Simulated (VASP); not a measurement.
Write the native input for VASP 6.6.1 that does the following.

```
Task                   : single point
Functional             : PBE
Potentials or basis    : VASP PAW PBE potentials, release 64 (B, N)
Cutoff                 : 520 eV
k mesh                 : 6 × 6 × 10
Occupations            : gaussian, width 0.05 eV
Spin                   : no spin polarisation
Dipole correction      : no
Further INCAR settings : ALGO = Normal; EDIFF = 1e-07; NBANDS = 26
```

The structure of BN lies in POSCAR:

```
BN
1.0
    4.4226829661      0.0000000000      0.0000000000
    0.0000000000      4.4226829661      0.0000000000
    0.0000000000      0.0000000000      2.5491935092
B N
4 4
Direct
    0.1742811368      0.8257188632      0.5000000000
    0.3257188632      0.3257188632      0.0000000000
    0.6742811368      0.6742811368      0.0000000000
    0.8257188632      0.1742811368      0.5000000000
    0.8126115048      0.8126115048      0.5000000000
    0.3126115048      0.6873884952      0.0000000000
    0.6873884952      0.3126115048      0.0000000000
    0.1873884952      0.1873884952      0.5000000000
```

The input as run:

INCAR

```
ALGO     = Normal         # electronic algorithm
EDIFF    = 1E-7           # SCF threshold, eV
ENCUT    = 520            # plane-wave cutoff, eV
GGA      = PE             # functional
ISIF     = 2              # what is computed and relaxed
ISMEAR   = 0              # smearing method
LASPH    = True           # aspherical terms in the spheres
LCHARG   = False          # write CHGCAR
LREAL    = False          # projectors in reciprocal space
LWAVE    = False          # write WAVECAR
NBANDS   = 26             # bands
NELM     = 80             # most SCF steps
PREC     = Accurate       # precision mode
SIGMA    = 0.05           # smearing width, eV
```

KPOINTS

```
k-points
0
Gamma
  6 6 10
```

Potentials or basis: VASP PAW PBE potentials, release 64 (B, N).

Run with:

```sh
$ cat potpaw_PBE.64/B/POTCAR potpaw_PBE.64/N/POTCAR > POTCAR
$ mpirun -np 1 vasp_std > vasp.out
```

It gave:

```json
{
 "Pressure": "0.4 GPa",
 "Band gap on the k mesh": "4.81 eV, indirect (least direct gap 5.90 eV)"
}
```

Wall time 29 s on 1 thread of Intel(R) Xeon(R) 6975P-C (Granite Rapids), on a shared host, peak memory 0.19 GiB.
